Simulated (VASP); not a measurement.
**Ti2B3: relaxation of cell and atoms with PBE**

The system is Ti2B3.

```xyz
5
Lattice="3.4629 0.0000 0.0000 0.0000 3.4629 0.0000 0.0000 0.0000 4.8107" Properties=species:S:1:pos:R:3 pbc="T T T"
Ti    0.0000    1.7315    0.0000
Ti    1.7315    0.0000    0.0000
B     1.7315    1.7315    3.9630
B     1.7315    1.7315    0.8477
B     0.0000    0.0000    0.0000
```

```json
{
 "Program": "VASP 6.6.1",
 "Task": "relaxation of cell and atoms",
 "Functional": "PBE",
 "Potentials or basis": "VASP PAW PBE potentials, release 64 (Ti_sv, B)",
 "Cutoff": "600 eV",
 "k mesh": "6 × 6 × 4",
 "Occupations": "gaussian, width 0.1 eV",
 "Spin": "no spin polarisation",
 "Dipole correction": "no",
 "Further INCAR settings": "ALGO = Normal; EDIFF = 1e-07; IBRION = 2; EDIFFG = -0.04; NSW = 90; ISIF = 3"
}
```

```json
{
  "Relaxed volume": "12.45 Å³/atom",
  "Relaxed cell": "a = 4.503 Å, b = 4.503 Å, c = 3.070 Å, α = 90.00°, β = 90.00°, γ = 90.00°",
  "Space group after relaxing (to 0.05 Å)": "P4/mmm (No. 123)",
  "Energy gained by relaxing": "2916.5 meV/atom",
  "Ionic steps": "34",
  "Pressure after relaxing": "0.0 GPa",
  "Largest force after relaxing": "0.004 eV/Å"
}
```

Forces in eV/Å, atoms in the order of the input:
```
Ti   0.000  0.000  0.000
Ti   0.000  0.000  0.000
B    0.000  0.000 -0.004
B    0.000  0.000  0.004
B    0.000  0.000  0.000
```

Stress tensor (GPa, compression positive):
```
 0.04  0.00  0.00
 0.00  0.04  0.00
 0.00  0.00 -0.19
```

The path:
| step | energy change (eV) | largest force (eV/Å) | pressure (GPa) | volume (Å³) |
| --- | --- | --- | --- | --- |
| 1 | 0.0000 | 4.8945 | 110.02 | 57.69 |
| 2 | -4.4614 | 2.3739 | -19.89 | 146.25 |
| 3 | -11.2038 | 2.2554 | -6.27 | 93.63 |
| 4 | -11.2519 | 2.1525 | -4.02 | 91.62 |
| 5 | -11.2610 | 2.0912 | -2.71 | 90.56 |
| 6 | -11.9908 | 0.9306 | -3.78 | 88.24 |
| 7 | -12.0870 | 1.0960 | -3.29 | 87.02 |
| 8 | -12.0905 | 0.4622 | -3.50 | 87.32 |
| 9 | -12.0915 | 0.6063 | -3.46 | 87.25 |
| 10 | -12.2147 | 1.3252 | -0.46 | 82.51 |
| 11 | -12.3283 | 3.0193 | 8.77 | 72.93 |
| 12 | -12.3429 | 3.0334 | 9.04 | 72.56 |
| 13 | -12.3866 | 3.0853 | 9.87 | 71.45 |
| 14 | -12.4751 | 3.2444 | 11.69 | 69.25 |
| 15 | -12.6557 | 3.6400 | 16.10 | 64.95 |
| 16 | -12.7995 | 4.0479 | 31.04 | 56.70 |
| 17 | -12.9285 | 3.3370 | 32.04 | 55.65 |
| 18 | -13.0486 | 0.0249 | 37.79 | 52.51 |
| 19 | -13.0667 | 1.5771 | 35.36 | 53.53 |
| 20 | -13.2527 | 1.3108 | 31.71 | 54.21 |
| 21 | -13.7085 | 0.5937 | 21.70 | 56.30 |
| 22 | -14.2237 | 0.5702 | 5.89 | 60.62 |
| 23 | -14.0649 | 2.1136 | -13.03 | 69.82 |
| 24 | -14.3161 | 1.3445 | -3.88 | 64.44 |
| 25 | -14.3195 | 1.2540 | -2.72 | 63.91 |
| 26 | -14.3763 | 0.7814 | -2.94 | 63.89 |
| 27 | -14.4873 | 0.9697 | -3.01 | 63.80 |
| 28 | -14.4939 | 1.8952 | -2.74 | 63.75 |
| 29 | -14.5356 | 1.7066 | -2.29 | 63.45 |
| 30 | -14.5558 | 1.3978 | -1.64 | 63.09 |
| 31 | -14.5780 | 0.2681 | -1.49 | 62.92 |
| 32 | -14.5795 | 0.1093 | -1.41 | 62.86 |
| 33 | -14.5812 | 0.0743 | -0.99 | 62.67 |
| 34 | -14.5827 | 0.0039 | -0.04 | 62.25 |

Final structure:
```cif
data_structure
_symmetry_space_group_name_H-M 'P 1'
_symmetry_Int_Tables_number 1
_cell_length_a 4.5027
_cell_length_b 4.5027
_cell_length_c 3.0703
_cell_angle_alpha 90.000
_cell_angle_beta 90.000
_cell_angle_gamma 90.000
_cell_volume 62.25
loop_
_atom_site_label
_atom_site_type_symbol
_atom_site_fract_x
_atom_site_fract_y
_atom_site_fract_z
_atom_site_occupancy
Ti1 Ti 0.00000 0.50000 0.00000 1
Ti2 Ti 0.50000 0.00000 0.00000 1
B1 B 0.50000 0.50000 0.75211 1
B2 B 0.50000 0.50000 0.24789 1
B3 B 0.00000 0.00000 0.00000 1
```

Levels at points of the mesh, in eV from the Fermi level:
```csv
k point,band 13,band 14,band 15,band 16,band 17,band 18,band 19,band 20
"(0.00, 0.00, 0.00)",-3.49,-0.69,-0.35,-0.06,1.14,1.14,2.32,2.32
"(0.50, 0.00, 0.00)",-3.57,-1.98,-1.33,-0.47,-0.15,1.22,1.35,1.37
"(0.50, 0.50, 0.00)",-3.74,-1.76,-1.76,-0.52,-0.52,0.53,0.76,2.30
"(0.00, 0.00, 0.50)",-2.40,-0.98,-0.28,-0.28,-0.12,0.95,0.95,2.09
"(0.50, 0.00, 0.50)",-2.03,-1.78,-1.29,-0.83,-0.26,0.30,1.20,1.45
"(0.50, 0.50, 0.50)",-3.13,-2.92,-1.04,-1.04,-0.75,-0.75,1.17,1.62
```

Wall time 11 min on 1 thread of Intel(R) Xeon(R) 6975P-C (Granite Rapids), with other jobs on the host, peak memory 0.2 GiB.

Caveat: this functional lacks dispersion, which binds the layers, so the pressure and a relaxed spacing across them are unreliable.
